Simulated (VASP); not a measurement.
AlBSb2: single point with r2SCAN

The system is AlBSb2.

```
B Sb Al
1.0
     3.92469    0.00000    0.00000
     0.00000    3.92469    0.00000
     0.00000    0.00000    5.76003
B Sb Al
1 2 1
Direct
  0.00000 0.00000 0.00000
  0.00000 0.50000 0.21485
  0.50000 0.00000 0.78515
  0.50000 0.50000 0.50000
```

```json
{
  "Program": "VASP 6.6.1",
  "Task": "single point",
  "Functional": "r2SCAN",
  "Potentials or basis": "VASP PAW PBE potentials, release 64 (B, Sb_d_GW, Al)",
  "Cutoff": "620 eV",
  "k mesh": "6 × 6 × 4",
  "Occupations": "fermi-dirac, width 0.02 eV",
  "Spin": "no spin polarisation"
}
```

```
Pressure               : 5.1 GPa
Largest force          : 0.070 eV/Å
Band gap on the k mesh : 0.15 eV
```

Forces on the atoms (eV/Å):
```
B    0.000  0.000  0.000
Sb   0.000  0.000 -0.070
Sb   0.000  0.000  0.070
Al   0.000  0.000  0.000
```

Stress tensor (GPa, compression positive):
```
4.90 0.00 0.00
0.00 4.90 0.00
0.00 0.00 5.37
```

Levels at points of the mesh, in eV from the valence-band top:
| k point | band 16 | band 17 | band 18 | band 19 | band 20 | band 21 |
| --- | --- | --- | --- | --- | --- | --- |
| (0.00, 0.00, 0.00) | -0.40 | 0.00 | 0.00 | 0.15 | 0.79 | 2.60 |
| (0.50, 0.00, 0.00) | -4.05 | -2.60 | -0.95 | 1.69 | 3.03 | 3.81 |
| (0.50, 0.50, 0.00) | -3.70 | -3.70 | -3.25 | 0.72 | 0.74 | 0.85 |
| (0.00, 0.00, 0.50) | -3.32 | -1.32 | -1.32 | 0.77 | 0.96 | 3.11 |
| (0.50, 0.00, 0.50) | -1.92 | -1.87 | -0.84 | 0.39 | 2.17 | 3.10 |
| (0.50, 0.50, 0.50) | -4.60 | -4.33 | -4.33 | 3.34 | 3.63 | 3.63 |

Wall time 3.6 min on 1 thread of Intel(R) Xeon(R) Platinum 8259CL CPU @ 2.50GHz (Skylake/Cascade Lake), with other jobs on the host, peak memory 0.29 GiB.

Caveat: the cell stands under pressure; semilocal functionals underestimate gaps, and a narrow one can read as zero; the PAW data sets were made with another functional, which shifts forces and pressure a little; spin-orbit coupling is left out, which moves the levels of the heavy elements. A k mesh can miss the band edges.
